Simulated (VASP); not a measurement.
# TaN (P6_3mc) in VASP: further runs

TaN is run at these levels: PBEsol; tasks: electric field gradients.

Program: VASP 6.6.1. These are calculated values, not measurements. Logs are shortened: lines on timing, memory, paths and dates and some standing lists are left out, and cuts for length are marked.

### Step 1. The cell of the first run

Symmetry: P6_3mc, No. 186, hexagonal system. Conventional cell: a = 2.988 Å, b = 2.988 Å, c = 4.839 Å, α = 90.00°, β = 90.00°, γ = 120.00°. Ta (site symmetry 3m) has 4 N at 1.81 to 1.86 Å within 2.4 Å. Within 2.4 Å of N (site symmetry 3m) lie 4 Ta at 1.81 to 1.86 Å.

### Step 2. Electric field gradients, PBEsol (volume scaled by 0.94)

INCAR

```
SYSTEM = TaN
ALGO = Normal
EDIFF = 1E-8
ENCUT = 520
GGA = PS
ISIF = 2
ISMEAR = -1
LASPH = .True.
LCHARG = .False.
LEFG = .True.
LREAL = .False.
LWAVE = .False.
NBANDS = 24
NELM = 100
PREC = Accurate
SIGMA = 0.01
```

KPOINTS

```
k-points
0
Gamma
  9 9 5
  0 0 0
```

POSCAR

```
TaN
1.0
    2.9877386998      0.0000000000      0.0000000000
   -1.4938693500      2.5874576140      0.0000000000
    0.0000000000      0.0000000000      4.8391553770
Ta N
2 2
Direct
    0.3333333333      0.6666666667      0.0000000000
    0.6666666667      0.3333333333      0.5000000000
    0.3333333333      0.6666666667      0.3850000000
    0.6666666667      0.3333333333      0.8850000000
```

Potentials or basis: VASP PAW PBE potentials, release 64 (Ta_pv, N).

Started as:

```console
$ cat potpaw_PBE.64/Ta_pv/POTCAR potpaw_PBE.64/N/POTCAR > POTCAR
$ mpirun -np 1 vasp_std > vasp.out
```

OUTCAR:

```text
SYSTEM = TaN
   EDIFF = 1E-8
   ENCUT = 520
   GGA = PS
   ISIF = 2
   ISMEAR = -1
   LASPH = .True.
   LREAL = .False.
   NELM = 100
   PREC = Accurate

 ion  position               nearest neighbor table
   1  0.333  0.667  0.000-   4 1.81   4 1.81   4 1.81   3 1.86   2 2.97   2 2.97   2 2.97   2 2.97
                             2 2.97   2 2.97
   2  0.667  0.333  0.500-   3 1.81   3 1.81   3 1.81   4 1.86   1 2.97   1 2.97   1 2.97   1 2.97
                             1 2.97   1 2.97
   3  0.333  0.667  0.385-   2 1.81   2 1.81   2 1.81   1 1.86
   4  0.667  0.333  0.885-   1 1.81   1 1.81   1 1.81   2 1.86

  LATTYP: Found a hexagonal cell.
 ALAT       =     2.9877386998
 C/A-ratio  =     1.6196715520

  Lattice vectors:

 A1 = (   2.9877386998,   0.0000000000,   0.0000000000)
 A2 = (  -1.4938693500,   2.5874576140,   0.0000000000)
 A3 = (   0.0000000000,   0.0000000000,   4.8391553770)

Analysis of symmetry for initial positions (statically):
=====================================================================
 Subroutine PRICEL returns:
 Original cell was already a primitive cell.

 Routine SETGRP: Setting up the symmetry group for a
 hexagonal supercell.

 Subroutine GETGRP returns: Found 12 space group operations
 (whereof  6 operations were pure point group operations)
 out of a pool of 24 trial point group operations.

The static configuration has the point symmetry C_3v.
 The point group associated with its full space group is C_6v.

Analysis of symmetry for dynamics (positions and initial velocities):
=====================================================================
 Subroutine PRICEL returns:
 Original cell was already a primitive cell.

 Routine SETGRP: Setting up the symmetry group for a
 hexagonal supercell.

 Subroutine GETGRP returns: Found 12 space group operations
 (whereof  6 operations were pure point group operations)
 out of a pool of 24 trial point group operations.

The dynamic configuration has the point symmetry C_3v.
 The point group associated with its full space group is C_6v.

 Subroutine INISYM returns: Found 12 space group operations
 (whereof  6 operations are pure point group operations),
 and found     1 'primitive' translations

----------------------------------------------------------------------------------------

                                     Primitive cell

  volume of cell :      37.4098

  direct lattice vectors                    reciprocal lattice vectors
     2.987738700  0.000000000  0.000000000     0.334701291  0.193239880  0.000000000
    -1.493869350  2.587457614  0.000000000     0.000000000  0.386479761  0.000000000
     0.000000000  0.000000000  4.839155377     0.000000000  0.000000000  0.206647632

  length of vectors
     2.987738700  2.987738700  4.839155377     0.386479761  0.386479761  0.206647632

  position of ions in fractional coordinates (direct lattice)
     0.333333333  0.666666667  0.000000000
     0.666666667  0.333333333  0.500000000
     0.333333333  0.666666667  0.385000000
     0.666666667  0.333333333  0.885000000

  ion indices of the primitive-cell ions
   primitive index   ion index
                 1           1
                 2           2
                 3           3
                 4           4

----------------------------------------------------------------------------------------

 KPOINTS: k-points

Automatic generation of k-mesh.
 Grid dimensions read from file:
 generate k-points for:    9    9    5

 Generating k-lattice:

  Cartesian coordinates                     Fractional coordinates (reciprocal lattice)
     0.037189032  0.021471098  0.000000000     0.111111111 -0.000000000  0.000000000
     0.000000000  0.042942196  0.000000000     0.000000000  0.111111111  0.000000000
     0.000000000  0.000000000  0.041329526     0.000000000  0.000000000  0.200000000

  Length of vectors
     0.042942196  0.042942196  0.041329526

  Shift w.r.t. Gamma in fractional coordinates (k-lattice)
     0.000000000  0.000000000  0.000000000

 Subroutine IBZKPT returns following result:
 ===========================================

 Found     36 irreducible k-points:

 Following reciprocal coordinates:
            Coordinates               Weight
  0.000000  0.000000  0.000000      1.000000
  0.111111  0.000000  0.000000      6.000000
  0.222222  0.000000  0.000000      6.000000
  0.333333 -0.000000  0.000000      6.000000
  0.444444  0.000000  0.000000      6.000000
  0.111111  0.111111  0.000000      6.000000
[... 16 lines left out ...]
  0.333333  0.222222  0.200000     24.000000
  0.333333  0.333333  0.200000      4.000000
 [... further k-points ...]
   k-points           NKPTS =     36   k-points in BZ     NKDIM =     36   number of bands    NBANDS=     24
   number of dos      NEDOS =    301   number of ions     NIONS =      4
   total plane-waves  NPLWV =  20736
   dimension x,y,z NGX =    24 NGY =   24 NGZ =   36
   dimension x,y,z NGXF=    48 NGYF=   48 NGZF=   72
   ions per type =               2   2
   NGX,Y,Z   is equivalent  to a cutoff of  13.35, 13.35, 12.37 a.u.
   NGXF,Y,Z  is equivalent  to a cutoff of  26.71, 26.71, 24.74 a.u.
 SYSTEM =  TaN
   PREC   = accura    normal or accurate (medium, high low for compatibility)
   ISTART =      0    job   : 0-new  1-cont  2-samecut
   ICHARG =      2    charge: 1-file 2-atom 10-const
   ISPIN  =      1    spin polarized calculation?
   LNONCOLLINEAR =      F non collinear calculations
   LSORBIT =      F    spin-orbit coupling
   LASPH  =      T    aspherical Exc in radial PAW
   ENCUT  =  520.0 eV  38.22 Ry    6.18 a.u.   5.56  5.56  9.00*2*pi/ulx,y,z
   NELM   =    100;   NELMIN=  2; NELMDL= -5     # of ELM steps
   EDIFF  = 0.1E-07   stopping-criterion for ELM
   LREAL  =      F    real-space projection
   EDIFFG = 0.1E-06   stopping-criterion for IOM
   NSW    =      0    number of steps for IOM
   IBRION =     -1    ionic relax: 0-MD 1-quasi-New 2-CG
   NFREE  =      0    steps in history (QN), initial steepest desc. (CG)
   ISIF   =      2    stress and relaxation
   ISYM   =      2    0-nonsym 1-usesym 2-fastsym
   POTIM  = 0.5000    time-step for ionic-motion
   TEBEG  =    0.0;   TEEND  =   0.0 temperature during run
   PSTRESS=    0.0 pullay stress
   NELECT =      32.0000    total number of electrons
   NUPDOWN=      -1.0000    fix difference up-down
   EMIN   =  10.00;   EMAX   =-10.00  energy-range for DOS
   EFERMI =   0.00;   METHOD = LEGACY
   ISMEAR =    -1;   SIGMA  =   0.01  broadening in eV -4-tet -1-fermi 0-gaus
   EFERMI_NEDOS =   21; number of points for ismear=-14 and -15
   IALGO  =     38    algorithm
   IMIX   =      4    mixing-type and parameters
     AMIX     =   0.40;   BMIX     =  1.00
     AMIX_MAG =   1.60;   BMIX_MAG =  1.00
  volume/ion in A,a.u.               =       9.35        63.11
  Fermi-wavevector in a.u.,A,eV,Ry     =   1.554043  2.936715 32.858743  2.415049
  Thomas-Fermi vector in A             =   2.658186
   LORBIT       =      0    0 simple, 1 ext, 2 COOP (PROOUT), +10 PAW based schemes
   GGA     = PS    functional components
   LHFCALC =     F    Hartree Fock is set to
   AEXX    =    0.0000 exact exchange contribution
   IVDW    =     0    specifies the selected vdW correction
   LEPSILON=     F    determine dielectric tensor
   LRPA    =     F    only Hartree local field effects (RPA)
 non-spin polarized calculation
  energy-cutoff  :      520.00
  volume of cell :       37.41
 maximum number of plane-waves:      1026
 NGX is ok and might be reduce to    24
   NGX = 11   NGY = 11   NGZ = 17

 number of electron      32.0000000 magnetization

 Free energy of the ion-electron system (eV)
  ---------------------------------------------------
  ext. energy  EPLUGINS =         0.00000000
  ---------------------------------------------------
  free energy    TOTEN  =       -38.52659106 eV

  energy without entropy =      -38.52510343  energy(sigma->0) =      -38.52584725

 E-fermi :  10.2857     XC(G=0): -14.0435

 val. band max:       10.2801984239   @ k =   0.1111   0.1111   0.4000
 cond. band min:      10.2934418346   @ k =   0.1111   0.0000   0.4000
 fundamental gap:      0.0132434108
 Fermi energy:        10.2857484345

 k-point     1 :       0.0000    0.0000    0.0000
  band No.  band energies     occupation
      1     -25.9532      2.00000
      2     -24.5858      2.00000
      3     -24.5858      2.00000
      4     -24.3462      2.00000
      5     -24.3462      2.00000
      6     -24.2597      2.00000
[... 16 lines left out ...]
     23      17.4485      0.00000
     24      17.4485      0.00000

 k-point     2 :       0.1111    0.0000    0.0000
  band No.  band energies     occupation
      1     -25.8999      2.00000
      2     -24.7447      2.00000
      3     -24.6318      2.00000
      4     -24.5289      2.00000
      5     -24.3723      2.00000
      6     -24.2856      2.00000
[... 16 lines left out ...]
     23      17.4534      0.00000
     24      17.9928      0.00000

 k-point     3 :       0.2222    0.0000    0.0000
  band No.  band energies     occupation
      1     -25.7660      2.00000
      2     -25.1198      2.00000
      3     -24.9543      2.00000
      4     -24.7434      2.00000
      5     -24.4406      2.00000
      6     -24.3647      2.00000
[... 16 lines left out ...]
     23      17.9210      0.00000
     24      19.4392      0.00000
[... 514 lines left out ...]
 k-point    23 :       0.3333    0.2222    0.2000
  band No.  band energies     occupation
      1     -25.8327      2.00000
      2     -25.7205      2.00000
      3     -25.2431      2.00000
      4     -24.9462      2.00000
      5     -24.8821      2.00000
      6     -24.6526      2.00000
[... 16 lines left out ...]
     23      18.1410      0.00000
     24      18.6899      0.00000

 k-point    24 :       0.3333    0.3333    0.2000
  band No.  band energies     occupation
      1     -25.7300      2.00000
      2     -25.7300      2.00000
      3     -25.4065      2.00000
      4     -25.0310      2.00000
      5     -24.7793      2.00000
      6     -24.7793      2.00000
[... 16 lines left out ...]
     23      18.6884      0.00000
     24      18.6884      0.00000

 [... further k-points ...]
[... 5 lines left out ...]
  --------------------------------------------------------------------------------------
  -------------------------------------------------------------------------------------
  Total       44.3625153     44.3625153     36.7254875     -0.0000000      0.0000000      0.0000000
  in kB     1899.9462761   1899.9462762   1572.8696354     -0.0000001      0.0000000      0.0000000
  external PRESSURE =    1790.9207292 kB  Pullay stress =       0.0000000 kB

 VOLUME and BASIS-vectors are now :
 -----------------------------------------------------------------------------
  energy-cutoff  :      520.00
  volume of cell :       37.41
      direct lattice vectors                 reciprocal lattice vectors
     2.987738700  0.000000000  0.000000000     0.334701291  0.193239880  0.000000000
    -1.493869350  2.587457614  0.000000000     0.000000000  0.386479761  0.000000000
     0.000000000  0.000000000  4.839155377     0.000000000  0.000000000  0.206647632

 POSITION                                       TOTAL-FORCE (eV/Angst)
 -----------------------------------------------------------------------------------
     -0.00000      1.72497      0.00000         0.000000      0.000000      2.437205
      1.49387      0.86249      2.41958         0.000000     -0.000000      2.437205
     -0.00000      1.72497      1.86307        -0.000000      0.000000     -2.437205
      1.49387      0.86249      4.28265         0.000000     -0.000000     -2.437205
 -----------------------------------------------------------------------------------
    total drift:                               -0.000000     -0.000000     -0.000235

  FREE ENERGIE OF THE ION-ELECTRON SYSTEM (eV)
  ---------------------------------------------------
  free  energy   TOTEN  =       -38.5265910578 eV

  energy  without entropy=      -38.5251034344  energy(sigma->0) =      -38.52584725

 Electric field gradients (V/A^2)
---------------------------------------------------------------------
 ion       V_xx      V_yy      V_zz      V_xy      V_xz      V_yz
---------------------------------------------------------------------
   1     -64.752   -64.752   129.504     0.000    -0.000     0.000
   2     -64.752   -64.752   129.504     0.000     0.000    -0.000
   3      -5.898    -5.897    11.795     0.001     0.000    -0.000
   4      -5.898    -5.897    11.795     0.001    -0.000     0.000
---------------------------------------------------------------------

 Electric field gradients after diagonalization (V/A^2)
 (convention: |V_zz| > |V_xx| > |V_yy|)
----------------------------------------------------------------------
 ion       V_xx      V_yy      V_zz     asymmetry (V_yy - V_xx)/ V_zz
----------------------------------------------------------------------
   1     -64.752   -64.752   129.504       0.000
   2     -64.752   -64.752   129.504       0.000
   3      -5.899    -5.896    11.795       0.000
   4      -5.899    -5.896    11.795       0.000
----------------------------------------------------------------------

           NMR quadrupolar parameters

 Cq : quadrupolar parameter    Cq=e*Q*V_zz/h
 eta: asymmetry parameters     (V_yy - V_xx)/ V_zz
 Q  : nuclear electric quadrupole moment in mb (millibarn)
----------------------------------------------------------------------
 ion       Cq(MHz)       eta       Q (mb)
----------------------------------------------------------------------
   1       0.313       0.000       1.000
   2       0.313       0.000       1.000
   3       0.029       0.000       1.000
   4       0.029       0.000       1.000
----------------------------------------------------------------------
```

Wall time 25 s (1 thread of AMD EPYC 7R13, shared host); peak memory 0.17 GiB.

Results:

| Quantity | Value |
| --- | --- |
| Free energy | -38.5266 eV |
| Pressure | 179.1 GPa |
| Largest force | 2.437 eV/Å |
| Band gap on the k mesh | zero (band 16 reaches 10.86 eV, above the bottom of band 17 at 8.50 eV) |

Forces in eV/Å, atoms in the order of the input:
```
Ta   0.000  0.000  2.437
Ta   0.000  0.000  2.437
N    0.000  0.000 -2.437
N    0.000  0.000 -2.437
```

Stress tensor (GPa, compression positive):
```
189.99   0.00   0.00
  0.00 189.99   0.00
  0.00   0.00 157.29
```

Levels at points of the mesh, in eV from the Fermi level:
```
           k point  band 12  band 13  band 14  band 15  band 16  band 17  band 18  band 19  band 20  band 21
(0.00, 0.00, 0.00)    -8.22    -8.22    -7.53    -0.95    -0.95    -0.16     2.37     2.86     2.86     4.66
```

Electric field gradients, principal values (V/Å²):
```csv
atom,least,middle,greatest (by size)
1 Ta,-64.752,-64.752,129.504
2 Ta,-64.752,-64.752,129.504
3 N,-5.896,-5.899,11.795
4 N,-5.896,-5.899,11.795
```

Caveat: without QUAD_EFG the Cq values of the log hold for a quadrupole moment of 1 mb, not for the nuclei; the PAW data sets were made with another functional, which shifts forces and pressure a little; spin-orbit coupling is left out, which moves the levels of the heavy elements.

(Continued in part 2 of 3.)
